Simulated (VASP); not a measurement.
# AlGaN2 (P-4m2) in VASP: notebook, part 2 of 2

VASP 6.6.1. Earlier steps stand in the parts before.

**3. Single point, r2SCAN (strain -0.030 along x and y, -0.030 along z)**

The input, POSCAR:

```
AlGaN2
1.0
    3.0466507372      0.0000000000      0.0000000000
    0.0000000000      3.0466507372      0.0000000000
    0.0000000000      0.0000000000      4.2911228018
Al Ga N
1 1 2
Direct
    0.5000000000      0.5000000000      0.5000000000
    0.0000000000      0.0000000000      0.0000000000
    0.5000000000      0.0000000000      0.7382648100
    0.0000000000      0.5000000000      0.2617351900
```

The input, INCAR.step1:

```
SYSTEM = AlGaN2
ALGO     = Normal         ! electronic algorithm
EDIFF    = 1E-4           ! SCF threshold, eV
ENCUT    = 520            ! plane-wave cutoff, eV
GGA      = PE             ! functional
ISMEAR   = 0              ! smearing method
LASPH    = .TRUE.         ! aspherical terms in the spheres
LCHARG   = .FALSE.        ! write CHGCAR
LREAL    = .FALSE.        ! projectors in reciprocal space
LWAVE    = .TRUE.         ! write WAVECAR
NBANDS   = 21             ! bands
NELM     = 100            ! most SCF steps
PREC     = Accurate       ! precision mode
SIGMA    = 0.05           ! smearing width, eV
```

The input, INCAR.step2:

```
SYSTEM = AlGaN2
ALGO     = Normal         ! electronic algorithm
EDIFF    = 1E-6           ! SCF threshold, eV
ENCUT    = 520            ! plane-wave cutoff, eV
ISIF     = 2              ! what is computed and relaxed
ISMEAR   = 0              ! smearing method
ISTART   = 1            
LASPH    = .TRUE.         ! aspherical terms in the spheres
LCHARG   = .TRUE.         ! write CHGCAR
LELF     = .TRUE.         ! ELF
LMIXTAU  = .TRUE.       
LREAL    = .FALSE.        ! projectors in reciprocal space
LVHAR    = .TRUE.       
LWAVE    = .FALSE.        ! write WAVECAR
METAGGA  = R2SCAN         ! meta-GGA
NBANDS   = 21             ! bands
NELM     = 100            ! most SCF steps
PREC     = Accurate       ! precision mode
SIGMA    = 0.05           ! smearing width, eV
```

The input, KPOINTS:

```
k-points
0
G
  8 8 6
  0 0 0
```

Potentials or basis: VASP PAW PBE potentials, release 64 (Al, Ga_d, N).

Started as:

```sh
> cat potpaw_PBE.64/Al/POTCAR potpaw_PBE.64/Ga_d/POTCAR potpaw_PBE.64/N/POTCAR > POTCAR
> cp INCAR.step1 INCAR
> mpirun -np 1 vasp_std > vasp.out
> cp INCAR.step2 INCAR
> mpirun -np 1 vasp_std > vasp.out
```

OUTCAR:

```text
SYSTEM = AlGaN2
   EDIFF = 1E-6
   ENCUT = 520
   ISIF = 2
   ISMEAR = 0
   ISTART = 1
   LASPH = .TRUE.
   LREAL = .FALSE.
   METAGGA = R2SCAN
   NELM = 100
   PREC = Accurate

 ion  position               nearest neighbor table
   1  0.500  0.500  0.500-   3 1.83   4 1.83   3 1.83   4 1.83   2 3.04   2 3.04   2 3.04   2 3.04
                             2 3.04   2 3.04   2 3.04   2 3.04
   2  0.000  0.000  0.000-   3 1.89   4 1.89   4 1.89   3 1.89   1 3.04   1 3.04   1 3.04   1 3.04
                             1 3.04   1 3.04   1 3.04   1 3.04
   3  0.500  0.000  0.738-   1 1.83   1 1.83   2 1.89   2 1.89
   4  0.000  0.500  0.262-   1 1.83   1 1.83   2 1.89   2 1.89

  LATTYP: Found a simple tetragonal cell.
 ALAT       =     3.0466507372
 C/A-ratio  =     1.4084721788

  Lattice vectors:

 A1 = (   3.0466507372,   0.0000000000,   0.0000000000)
 A2 = (   0.0000000000,   3.0466507372,   0.0000000000)
 A3 = (   0.0000000000,   0.0000000000,   4.2911228018)

Analysis of symmetry for initial positions (statically):
=====================================================================
 Subroutine PRICEL returns:
 Original cell was already a primitive cell.

[... 168 lines left out ...]
  ext. energy  EPLUGINS =         0.00000000
  ---------------------------------------------------
  free energy    TOTEN  =       -40.82293366 eV

  energy without entropy =      -40.82293366  energy(sigma->0) =      -40.82293366

 E-fermi :   6.5859     XC(G=0): -12.5564

 val. band max:        6.3513573147   @ k =   0.0000   0.0000   0.0000
 cond. band min:      10.2354134986   @ k =   0.5000   0.5000   0.0000
 fundamental gap:      3.8840561839
 Fermi energy:         6.5859223761

 k-point     1 :       0.0000    0.0000    0.0000
  band No.  band energies     occupation
      1     -10.6363      2.00000
      2      -8.6699      2.00000
      3      -6.9725      2.00000
      4      -6.9725      2.00000
      5      -6.8965      2.00000
      6      -6.6766      2.00000
[... 565 lines left out ...]
     20      20.1115      0.00000
     21      20.2039      0.00000

 [... further k-points ...]
[... 5 lines left out ...]
  --------------------------------------------------------------------------------------
  -------------------------------------------------------------------------------------
  Total        5.6130071      5.6130071      5.5486568      0.0000000      0.0000000      0.0000000
  in kB      225.7822977    225.7822977    223.1938174      0.0000000      0.0000000      0.0000000
  external PRESSURE =     224.9194709 kB  Pullay stress =       0.0000000 kB

 VOLUME and BASIS-vectors are now :
 -----------------------------------------------------------------------------
  energy-cutoff  :      520.00
  volume of cell :       39.83
      direct lattice vectors                 reciprocal lattice vectors
     3.046650737  0.000000000  0.000000000     0.328229287  0.000000000  0.000000000
     0.000000000  3.046650737  0.000000000     0.000000000  0.328229287  0.000000000
     0.000000000  0.000000000  4.291122802     0.000000000  0.000000000  0.233039241

 POSITION                                       TOTAL-FORCE (eV/Angst)
 -----------------------------------------------------------------------------------
      1.52333      1.52333      2.14556        -0.000000      0.000000      0.000000
      0.00000      0.00000      0.00000        -0.000000     -0.000000      0.000000
      1.52333      0.00000      3.16798         0.000000     -0.000000     -0.021049
      0.00000      1.52333      1.12314         0.000000     -0.000000      0.021049
 -----------------------------------------------------------------------------------
    total drift:                                0.000000      0.000000     -0.000000

  FREE ENERGIE OF THE ION-ELECTRON SYSTEM (eV)
  ---------------------------------------------------
  free  energy   TOTEN  =       -40.8229336628 eV

  energy  without entropy=      -40.8229336628  energy(sigma->0) =      -40.82293366
```

Run time: 3.4 min. Hardware: 1 thread of AMD EPYC 7R43 (Zen 3), shared host; peak memory 0.15 GiB.

Results:

* Free energy: -40.8229 eV
* Pressure: 22.5 GPa
* Largest force: 0.021 eV/Å
* Band gap on the k mesh: 3.88 eV, indirect (least direct gap 4.07 eV)

Forces on the atoms (eV/Å):
```
Al   0.000  0.000  0.000
Ga   0.000  0.000  0.000
N    0.000  0.000 -0.021
N    0.000  0.000  0.021
```

Stress tensor (GPa, compression positive):
```
22.58  0.00  0.00
 0.00 22.58  0.00
 0.00  0.00 22.32
```

Levels at points of the mesh, in eV from the valence-band top:
| k point | band 10 | band 11 | band 12 | band 13 | band 14 | band 15 | band 16 | band 17 |
| --- | --- | --- | --- | --- | --- | --- | --- | --- |
| (0.00, 0.00, 0.00) | -2.63 | -0.29 | 0.00 | 0.00 | 4.07 | 4.20 | 8.91 | 12.83 |
| (0.50, 0.00, 0.00) | -3.25 | -3.11 | -1.15 | -0.73 | 8.15 | 8.58 | 9.18 | 9.87 |
| (0.50, 0.50, 0.00) | -2.57 | -2.54 | -2.54 | -2.54 | 3.88 | 3.88 | 7.55 | 10.02 |
| (0.00, 0.00, 0.50) | -1.82 | -1.82 | -1.05 | -1.05 | 6.26 | 6.45 | 9.51 | 10.70 |
| (0.50, 0.00, 0.50) | -1.13 | -1.01 | -0.64 | -0.59 | 6.57 | 8.01 | 10.56 | 10.88 |
| (0.50, 0.50, 0.50) | -4.48 | -3.63 | -3.58 | -3.58 | 7.01 | 7.01 | 10.66 | 12.14 |

Caveat: the cell differs from its parent crystal (strain -0.030 along x and y, -0.030 along z); the PAW data sets were made with another functional, which shifts forces and pressure a little. A k mesh can miss the band edges.
